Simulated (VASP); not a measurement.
Write the native input for VASP 6.6.1 that does the following.

```
Task                   : single point
Functional             : LDA
Potentials or basis    : VASP PAW LDA potentials, release 64 (Hf_pv, C)
Cutoff                 : 520 eV
k mesh                 : 12 × 12 × 12
Occupations            : methfessel-paxton, width 0.1 eV
Spin                   : no spin polarisation
Dipole correction      : no
Further INCAR settings : ALGO = Normal; EDIFF = 1e-07; NBANDS = 14
```

The structure of HfC lies in POSCAR:

```
HfC
1.0
    0.0000000000      2.2149077792      2.2149077792
    2.2149077792      0.0000000000      2.2149077792
    2.2149077792      2.2149077792      0.0000000000
Hf C
1 1
Direct
    0.5000000000      0.5000000000      0.5000000000
    0.0000000000      0.0000000000      0.0000000000
```

One way to write it, as run:

INCAR

```
ALGO = Normal
EDIFF = 1E-7
ENCUT = 520
GGA = CA
ISIF = 2
ISMEAR = 1
LASPH = T
LCHARG = F
LREAL = F
LWAVE = F
NBANDS = 14
NELM = 100
PREC = Accurate
SIGMA = 0.1
```

KPOINTS

```
k-points
0
Gamma
  12 12 12
```

Potentials or basis: VASP PAW LDA potentials, release 64 (Hf_pv, C).

Run with:

```bash
$ cat potpaw_LDA.64/Hf_pv/POTCAR potpaw_LDA.64/C/POTCAR > POTCAR
$ mpirun -np 1 vasp_std > vasp.out
```

Results of the run:

- Pressure: 31.7 GPa
- Band gap on the k mesh: zero (band 7 reaches 8.16 eV, above the bottom of band 8 at 6.64 eV)

Caveat: spin-orbit coupling is left out, which moves the levels of the heavy elements.

Run time: 36 s on 1 thread of AMD EPYC 7R13 (shared host), peak memory 0.11 GiB.
